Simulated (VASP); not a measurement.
# C62N (a cell with a defect) in VASP: a series of runs

Runs on C62N (a cell with a defect). Level: PBEsol. Tasks: single point.

Everything below comes from runs of VASP 6.6.1. Logs are shortened: lines on timing, memory, paths and dates and some standing lists are left out, and cuts for length are marked.

## 1. The cell of the first run

The cell holds a defect, 63 atoms: a = 7.140 Å, b = 7.140 Å, c = 7.140 Å, α = 90.00°, β = 90.00°, γ = 90.00°.

## 2. Single point, PBEsol

INCAR

```
ALGO = Normal ; EDIFF = 1E-6
ENCUT = 520 ; GGA = PS
ISIF = 2 ; ISMEAR = -1
LASPH = T ; LCHARG = F
LREAL = Auto ; LWAVE = F
NBANDS = 164 ; NELECT = 252.0
NELM = 60 ; PREC = Accurate
SIGMA = 0.02
```

KPOINTS

```
k-points
0
Gamma
  2 2 2
```

POSCAR

```
C62N
1.0
    7.1400000000      0.0000000000      0.0000000000
    0.0000000000      7.1400000000      0.0000000000
    0.0000000000      0.0000000000      7.1400000000
C N
62 1
Direct
    0.4999762739     -0.0000237261     -0.0004185048
    0.6245532575      0.1245532575      0.1252812641
    0.7504900140      0.2504900140      0.0014554239
    0.8749947647      0.3749947647      0.1258249558
    0.7459984644      0.0008418166      0.2531003674
    0.8729351305      0.1242768944      0.3779834248
    0.0002925384      0.0005354056      0.0002925384
    0.1237595034      0.1255346075      0.1237595034
    0.2511370728      0.2496253201     -0.0008807835
    0.3741981590      0.3750390652      0.1243376283
    0.5005354056      0.5002925384      0.0002925384
    0.6255346075      0.6237595034      0.1237595034
    0.7496253201      0.7511370728     -0.0008807835
    0.8750390652      0.8741981590      0.1243376283
    0.2504060539     -0.0015006866      0.2504060539
    0.3631549579      0.1308266535      0.3631549579
    0.5008418166      0.2459984644      0.2531003674
    0.6242768944      0.3729351305      0.3779834248
    0.7496253201      0.4991192165      0.2511370728
    0.8750390652      0.6243376283      0.3741981590
    0.7502818238      0.2502818238      0.5062052853
    0.8768028778      0.3768028778      0.6262489264
    0.7502818238      0.0062052853      0.7502818238
    0.8768028778      0.1262489264      0.8768028778
    0.0001601828      0.5001601828      0.0001601828
    0.1247793678      0.6247793678      0.1247793678
    0.2498857482      0.7498857482     -0.0007685894
    0.3748695332      0.8748695332      0.1237251773
   -0.0008807835      0.2496253201      0.2511370728
    0.1243376283      0.3750390652      0.3741981590
    0.2498857482      0.4992314106      0.2498857482
    0.3748695332      0.6237251773      0.3748695332
    0.4984993134      0.7504060539      0.2504060539
    0.6308266535      0.8631549579      0.3631549579
   -0.0004185048     -0.0000237261      0.4999762739
    0.1252812641      0.1245532575      0.6245532575
    0.2531003674      0.2459984644      0.5008418166
    0.3779834248      0.3729351305      0.6242768944
    0.4999762739      0.4995814952      0.4999762739
    0.6245532575      0.6252812641      0.6245532575
    0.7459984644      0.7531003674      0.5008418166
    0.8729351305      0.8779834248      0.6242768944
    0.2531003674      0.0008418166      0.7459984644
    0.3779834248      0.1242768944      0.8729351305
    0.5062052853      0.2502818238      0.7502818238
    0.6262489264      0.3768028778      0.8768028778
    0.7504900140      0.5014554239      0.7504900140
    0.8749947647      0.6258249558      0.8749947647
   -0.0007685894      0.7498857482      0.2498857482
    0.1237251773      0.8748695332      0.3748695332
    0.0002925384      0.5002925384      0.5005354056
    0.1237595034      0.6237595034      0.6255346075
    0.2504060539      0.7504060539      0.4984993134
    0.3631549579      0.8631549579      0.6308266535
    0.0014554239      0.2504900140      0.7504900140
    0.1258249558      0.3749947647      0.8749947647
    0.2511370728      0.4991192165      0.7496253201
    0.3741981590      0.6243376283      0.8750390652
    0.5008418166      0.7531003674      0.7459984644
    0.6242768944      0.8779834248      0.8729351305
   -0.0008807835      0.7511370728      0.7496253201
    0.1243376283      0.8741981590      0.8750390652
    0.6359907172      0.1359907172      0.6359907172
```

Potentials or basis: VASP PAW PBE potentials, release 64 (C, N).

The run is started by

```sh
> cat potpaw_PBE.64/C/POTCAR potpaw_PBE.64/N/POTCAR > POTCAR
> mpirun -np 1 vasp_std > vasp.out
```

OUTCAR:

```text
EDIFF = 1E-6
   ENCUT = 520
   GGA = PS
   ISIF = 2
   ISMEAR = -1
   LASPH = T
   LREAL = Auto
   NELECT = 252.0
   NELM = 60
   PREC = Accurate

 ion  position               nearest neighbor table
   1  0.500  1.000  1.000-  44 1.54  60 1.54  28 1.54   2 1.55
   2  0.625  0.125  0.125-   5 1.54  17 1.54   1 1.55   3 1.55
   3  0.750  0.250  0.001-   4 1.54  24 1.55  46 1.55   2 1.55
   4  0.875  0.375  0.126-   3 1.54  19 1.55  29 1.55  25 1.55
   5  0.746  0.001  0.253-  34 1.50   2 1.54   6 1.55  14 1.58
   6  0.873  0.124  0.378-  35 1.54   5 1.55  21 1.55  29 1.56
   7  0.000  0.001  0.000-   8 1.53  24 1.54  14 1.55  62 1.55
   8  0.124  0.126  0.124-   7 1.53   9 1.55  29 1.55  15 1.57
   9  0.251  0.250  0.999-  10 1.54  56 1.55   8 1.55  44 1.56
  10  0.374  0.375  0.124-   9 1.54  31 1.54  11 1.55  17 1.58
  11  0.501  0.500  0.000-  12 1.53  46 1.54  10 1.55  58 1.55
  12  0.626  0.624  0.124-  11 1.53  13 1.55  19 1.55  33 1.57
  13  0.750  0.751  0.999-  14 1.54  48 1.55  12 1.55  60 1.56
  14  0.875  0.874  0.124-  13 1.54  49 1.54   7 1.55   5 1.58
  15  0.250  0.998  0.250-  16 1.48  28 1.55  50 1.55   8 1.57
  16  0.363  0.131  0.363-  15 1.48  17 1.50  37 1.50
  17  0.501  0.246  0.253-  16 1.50   2 1.54  18 1.55  10 1.58
[... 34 lines left out ...]
  52  0.124  0.624  0.626-  51 1.53  57 1.55  61 1.55  53 1.57
  53  0.250  0.750  0.498-  54 1.48  50 1.55  32 1.55  52 1.57
  54  0.363  0.863  0.631-  53 1.48  43 1.50  59 1.50
  55  0.001  0.250  0.750-  56 1.54  24 1.55  22 1.55  36 1.55
  56  0.126  0.375  0.875-  55 1.54   9 1.55  57 1.55  25 1.55
  57  0.251  0.499  0.750-  58 1.54  56 1.55  52 1.55  38 1.56
  58  0.374  0.624  0.875-  57 1.54  27 1.54  11 1.55  59 1.58
  59  0.501  0.753  0.746-  54 1.50  40 1.54  60 1.55  58 1.58
  60  0.624  0.878  0.873-   1 1.54  59 1.55  23 1.55  13 1.56
  61  0.999  0.751  0.750-  62 1.54  48 1.55  52 1.55  42 1.56
  62  0.124  0.874  0.875-  61 1.54  27 1.54   7 1.55  43 1.58
  63  0.636  0.136  0.636-  21 1.48  23 1.48  45 1.48

  LATTYP: Found a simple cubic cell.
 ALAT       =     7.1400000000

  Lattice vectors:

 A1 = (   7.1400000000,   0.0000000000,   0.0000000000)
 A2 = (   0.0000000000,   7.1400000000,   0.0000000000)
 A3 = (   0.0000000000,   0.0000000000,   7.1400000000)

Analysis of symmetry for initial positions (statically):
=====================================================================
 Subroutine PRICEL returns:
 Original cell was already a primitive cell.

 Routine SETGRP: Setting up the symmetry group for a
 simple cubic supercell.

 Subroutine GETGRP returns: Found  6 space group operations
 (whereof  2 operations were pure point group operations)
 out of a pool of 48 trial point group operations.

The static configuration has the point symmetry C_1h.
 The point group associated with its full space group is C_3v.

Analysis of symmetry for dynamics (positions and initial velocities):
=====================================================================
 Subroutine PRICEL returns:
 Original cell was already a primitive cell.

 Routine SETGRP: Setting up the symmetry group for a
 simple cubic supercell.

 Subroutine GETGRP returns: Found  6 space group operations
 (whereof  2 operations were pure point group operations)
 out of a pool of 48 trial point group operations.

The dynamic configuration has the point symmetry C_1h.
 The point group associated with its full space group is C_3v.

 Subroutine INISYM returns: Found  6 space group operations
 (whereof  2 operations are pure point group operations),
 and found     1 'primitive' translations

----------------------------------------------------------------------------------------

                                     Primitive cell

  volume of cell :     363.9943

  direct lattice vectors                    reciprocal lattice vectors
[... 137 lines left out ...]

----------------------------------------------------------------------------------------

 KPOINTS: k-points

Automatic generation of k-mesh.
 Grid dimensions read from file:
 generate k-points for:    2    2    2

 Generating k-lattice:

  Cartesian coordinates                     Fractional coordinates (reciprocal lattice)
     0.070028011  0.000000000  0.000000000     0.500000000  0.000000000  0.000000000
     0.000000000  0.070028011  0.000000000     0.000000000  0.500000000  0.000000000
     0.000000000  0.000000000  0.070028011     0.000000000  0.000000000  0.500000000

  Length of vectors
     0.070028011  0.070028011  0.070028011

  Shift w.r.t. Gamma in fractional coordinates (k-lattice)
     0.000000000  0.000000000  0.000000000

 Subroutine IBZKPT returns following result:
 ===========================================

 Found      4 irreducible k-points:

 Following reciprocal coordinates:
            Coordinates               Weight
  0.000000  0.000000  0.000000      1.000000
  0.500000  0.000000  0.000000      3.000000
  0.500000  0.500000  0.000000      3.000000
  0.500000  0.500000  0.500000      1.000000
   k-points           NKPTS =      4   k-points in BZ     NKDIM =      4   number of bands    NBANDS=    164
   number of dos      NEDOS =    301   number of ions     NIONS =     63
   total plane-waves  NPLWV = 157464
   dimension x,y,z NGX =    54 NGY =   54 NGZ =   54
   dimension x,y,z NGXF=   108 NGYF=  108 NGZF=  108
   ions per type =              62   1
   NGX,Y,Z   is equivalent  to a cutoff of  12.57, 12.57, 12.57 a.u.
   NGXF,Y,Z  is equivalent  to a cutoff of  25.15, 25.15, 25.15 a.u.
 SYSTEM =  unknown system
   PREC   = accura    normal or accurate (medium, high low for compatibility)
   ISTART =      0    job   : 0-new  1-cont  2-samecut
   ICHARG =      2    charge: 1-file 2-atom 10-const
   ISPIN  =      1    spin polarized calculation?
   LNONCOLLINEAR =      F non collinear calculations
   LSORBIT =      F    spin-orbit coupling
   LASPH  =      T    aspherical Exc in radial PAW
   ENCUT  =  520.0 eV  38.22 Ry    6.18 a.u.  13.28 13.28 13.28*2*pi/ulx,y,z
   NELM   =     60;   NELMIN=  2; NELMDL= -5     # of ELM steps
   EDIFF  = 0.1E-05   stopping-criterion for ELM
   LREAL  =      T    real-space projection
   EDIFFG = 0.1E-04   stopping-criterion for IOM
   NSW    =      0    number of steps for IOM
   IBRION =     -1    ionic relax: 0-MD 1-quasi-New 2-CG
   NFREE  =      0    steps in history (QN), initial steepest desc. (CG)
   ISIF   =      2    stress and relaxation
   ISYM   =      2    0-nonsym 1-usesym 2-fastsym
   POTIM  = 0.5000    time-step for ionic-motion
   TEBEG  =    0.0;   TEEND  =   0.0 temperature during run
   PSTRESS=    0.0 pullay stress
   NELECT =     252.0000    total number of electrons
   NUPDOWN=      -1.0000    fix difference up-down
   EMIN   =  10.00;   EMAX   =-10.00  energy-range for DOS
   EFERMI =   0.00;   METHOD = LEGACY
   ISMEAR =    -1;   SIGMA  =   0.02  broadening in eV -4-tet -1-fermi 0-gaus
   EFERMI_NEDOS =   21; number of points for ismear=-14 and -15
   IALGO  =     38    algorithm
   IMIX   =      4    mixing-type and parameters
     AMIX     =   0.40;   BMIX     =  1.00
     AMIX_MAG =   1.60;   BMIX_MAG =  1.00
  volume/ion in A,a.u.               =       5.78        38.99
  Fermi-wavevector in a.u.,A,eV,Ry     =   1.448250  2.736795 28.537232  2.097427
  Thomas-Fermi vector in A             =   2.566112
   LORBIT       =      0    0 simple, 1 ext, 2 COOP (PROOUT), +10 PAW based schemes
   GGA     = PS    functional components
   LHFCALC =     F    Hartree Fock is set to
   AEXX    =    0.0000 exact exchange contribution
   IVDW    =     0    specifies the selected vdW correction
   LEPSILON=     F    determine dielectric tensor
   LRPA    =     F    only Hartree local field effects (RPA)
 non-spin polarized calculation
  energy-cutoff  :      520.00
  volume of cell :      363.99
 maximum number of plane-waves:      9808
 NGX is ok and might be reduce to    54
   NGX = 27   NGY = 27   NGZ = 27

 number of electron     251.9999995 magnetization

 Free energy of the ion-electron system (eV)
  ---------------------------------------------------
  ext. energy  EPLUGINS =         0.00000000
  ---------------------------------------------------
  free energy    TOTEN  =      -609.90161636 eV

  energy without entropy =     -609.90160475  energy(sigma->0) =     -609.90161056

 E-fermi :  10.2022     XC(G=0): -13.3102

 val. band max:       10.0190916267   @ k =   0.0000   0.0000   0.0000
 cond. band min:      10.4125949164   @ k =   0.5000   0.0000   0.0000
 fundamental gap:      0.3935032897
 Fermi energy:        10.2021777748

 k-point     1 :       0.0000    0.0000    0.0000
  band No.  band energies     occupation
      1     -12.1036      2.00000
      2     -10.5118      2.00000
      3      -9.7837      2.00000
      4      -9.7837      2.00000
      5      -9.7760      2.00000
      6      -9.7760      2.00000
[... 553 lines left out ...]
    137      15.3265      0.00000
    138      15.3826      0.00000
 [bands above 138 left out]

------------------------ aborting loop because EDIFF is reached ----------------------------------------

  FORCE on cell =-STRESS in cart. coord.  units (eV):
  Direction    XX          YY          ZZ          XY          YZ          ZX
  --------------------------------------------------------------------------------------
  -------------------------------------------------------------------------------------
  Total      -26.0194831    -26.0194831    -26.0194831      5.4437701      5.4437701      5.4437701
  in kB     -114.5287741   -114.5287741   -114.5287741     23.9615950     23.9615950     23.9615950
  external PRESSURE =    -114.5287741 kB  Pullay stress =       0.0000000 kB

 VOLUME and BASIS-vectors are now :
 -----------------------------------------------------------------------------
  energy-cutoff  :      520.00
  volume of cell :      363.99
      direct lattice vectors                 reciprocal lattice vectors
     7.140000000  0.000000000  0.000000000     0.140056022  0.000000000  0.000000000
     0.000000000  7.140000000  0.000000000     0.000000000  0.140056022  0.000000000
     0.000000000  0.000000000  7.140000000     0.000000000  0.000000000  0.140056022

 POSITION                                       TOTAL-FORCE (eV/Angst)
 -----------------------------------------------------------------------------------
      3.56983      7.13983      7.13701        -0.000537     -0.000537      0.013923
      4.45931      0.88931      0.89451        -0.001398     -0.001398     -0.009116
      5.35850      1.78850      0.01039         0.002372      0.002372     -0.002880
      6.24746      2.67746      0.89839         0.007086      0.007086     -0.012809
      5.32643      0.00601      1.80714         0.013640      0.003069     -0.014485
      6.23276      0.88734      2.69880         0.004234      0.001618     -0.008020
[... 55 lines left out ...]
      0.88777      6.24177      6.24778         0.007115      0.011390      0.003734
      4.54097      0.97097      4.54097        -0.009150     -0.009150     -0.009150
 -----------------------------------------------------------------------------------
    total drift:                                0.062657      0.062657      0.062654

  FREE ENERGIE OF THE ION-ELECTRON SYSTEM (eV)
  ---------------------------------------------------
  free  energy   TOTEN  =      -609.9016163613 eV

  energy  without entropy=     -609.9016047535  energy(sigma->0) =     -609.90161056
```

Wall time 5.3 min (1 thread of Intel Xeon Platinum 8375C at 2.90GHz (Ice Lake), shared host); peak memory 0.48 GiB.

Results:

- Free energy: -609.9016 eV
- Largest force: 0.040 eV/Å

Forces on the atoms (eV/Å):
```
C   -0.001 -0.001  0.014
C   -0.001 -0.001 -0.009
C    0.002  0.002 -0.003
C    0.007  0.007 -0.013
C    0.014  0.003 -0.014
C    0.004  0.002 -0.008
C   -0.005 -0.012 -0.005
C    0.005 -0.012  0.005
C    0.000 -0.005 -0.003
C    0.011  0.004  0.007
C   -0.012 -0.005 -0.005
C   -0.012  0.005  0.005
C   -0.005  0.000 -0.003
C    0.004  0.011  0.007
C   -0.019 -0.011 -0.019
C    0.027 -0.012  0.027
C    0.003  0.014 -0.014
C    0.002  0.004 -0.008
C   -0.005 -0.003  0.000
C    0.004  0.007  0.011
C    0.005  0.005 -0.016
C    0.008  0.008 -0.001
C    0.005 -0.016  0.005
C    0.008 -0.001  0.008
C   -0.005 -0.005 -0.005
C   -0.006 -0.006 -0.006
C   -0.007 -0.007  0.003
C    0.005  0.005  0.005
C   -0.003 -0.005  0.000
C    0.007  0.004  0.011
C   -0.007  0.003 -0.007
C    0.005  0.005  0.005
C   -0.011 -0.019 -0.019
C   -0.012  0.027  0.027
C    0.014 -0.001 -0.001
C   -0.009 -0.001 -0.001
C   -0.014  0.014  0.003
C   -0.008  0.004  0.002
C   -0.001  0.014 -0.001
C   -0.001 -0.009 -0.001
C    0.014 -0.014  0.003
C    0.004 -0.008  0.002
C   -0.014  0.003  0.014
C   -0.008  0.002  0.004
C   -0.016  0.005  0.005
C   -0.001  0.008  0.008
C    0.002 -0.003  0.002
C    0.007 -0.013  0.007
C    0.003 -0.007 -0.007
C    0.005  0.005  0.005
C   -0.005 -0.005 -0.012
C    0.005  0.005 -0.012
C   -0.019 -0.019 -0.011
C    0.027  0.027 -0.012
C   -0.003  0.002  0.002
C   -0.013  0.007  0.007
C    0.000 -0.003 -0.005
C    0.011  0.007  0.004
C    0.003 -0.014  0.014
C    0.002 -0.008  0.004
C   -0.003  0.000 -0.005
C    0.007  0.011  0.004
N   -0.009 -0.009 -0.009
```

Caveat: the k points lie up to 0.44 Å⁻¹ apart; the cell carries a net charge on a neutralising background, which shifts energy and pressure; the cell is charged against a uniform background, so pressure and absolute levels hang on convention; the PAW data sets were made with another functional, which shifts forces and pressure a little.

(Continued in part 2 of 2.)
